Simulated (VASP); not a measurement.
A run of VASP 6.6.1 is set up as follows.

The input INCAR:

```
SYSTEM = LiF
  ALGO = Normal
  EDIFF = 1E-6
  ENCUT = 520
  ISIF = 2
  ISMEAR = 0
  LASPH = .TRUE.
  LCHARG = .FALSE.
  LREAL = .FALSE.
  LWAVE = .FALSE.
  NBANDS = 18
  NELM = 80
  PREC = Accurate
  SIGMA = 0.05
```

The input KPOINTS:

```
k-points
0
G
  9 9 6
  0 0 0
```

Contents of POSCAR:

```
LiF
1.0
    3.0801704379      0.0000000000      0.0000000000
   -1.5400852189      2.6675058472      0.0000000000
    0.0000000000      0.0000000000      4.5087534870
Li F
2 2
Direct
    0.3333333333      0.6666666667      0.3746202181
    0.6666666667      0.3333333333      0.8746202181
    0.3333333333      0.6666666667      0.9910195924
    0.6666666667      0.3333333333      0.4910195924
```

Potentials or basis: VASP PAW LDA potentials, release 64 (Li_sv, F).

Launch:

```bash
$ cat potpaw_LDA.64/Li_sv/POTCAR potpaw_LDA.64/F/POTCAR > POTCAR
$ mpirun -np 1 vasp_std > vasp.out
```

Task: Estimate the largest force.

Result: 0.506 eV/Å.

Task: What does it give for the band gap on the k mesh?

Result: 7.81 eV.

Forces in eV/Å, atoms in the order of the input:
```
Li   0.000  0.000  0.506
Li   0.000  0.000  0.506
F    0.000  0.000 -0.506
F    0.000  0.000 -0.506
```

 A k mesh can miss the band edges.
